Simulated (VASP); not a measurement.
LiH:

```
Li H
1.0
     0.00000    2.03675    2.03675
     2.03675    0.00000    2.03675
     2.03675    2.03675    0.00000
Li H
1 1
Direct
  0.00000 0.00000 0.00000
  0.50000 0.50000 0.50000
```

```yaml
Program: VASP 6.6.1
Task: relaxation of cell and atoms
Functional: PBEsol
Potentials_or_basis: VASP PAW PBE potentials, release 64 (Li_sv, H)
Cutoff: 600 eV
k_mesh: 7 × 7 × 7
Occupations: fermi-dirac, width 0.1 eV
Spin: no spin polarisation
```

At the start: pressure -2.4 GPa; volume 8.45 Å³/atom.

Task: How do energy, volume and symmetry change on relaxing?

Result: Over 3 steps the energy falls by 4.8 meV/atom and the volume is 7.90 Å³/atom (-6.5 %); space group Fm-3m (No. 225, to 0.05 Å).

The path:
```csv
step,energy change (eV),largest force (eV/Å),pressure (GPa),volume (Å³)
1,0.0000,0.0000,-2.44,16.90
2,-0.0042,0.0000,-1.88,16.59
3,-0.0096,0.0000,-0.26,15.80
```

Final structure:
```cif
data_structure
_symmetry_space_group_name_H-M 'P 1'
_symmetry_Int_Tables_number 1
_cell_length_a 2.8166
_cell_length_b 2.8166
_cell_length_c 2.8166
_cell_angle_alpha 60.000
_cell_angle_beta 60.000
_cell_angle_gamma 60.000
_cell_volume 15.80
loop_
_atom_site_label
_atom_site_type_symbol
_atom_site_fract_x
_atom_site_fract_y
_atom_site_fract_z
_atom_site_occupancy
Li1 Li 0.00000 0.00000 0.00000 1
H1 H 0.50000 0.50000 0.50000 1
```

Caveat: the cutoff is under 1.25 times the usual one of these potentials, so pressure, stress and relaxed cells hold a basis-set (Pulay) error; the PAW data sets were made with another functional, which shifts forces and pressure a little.
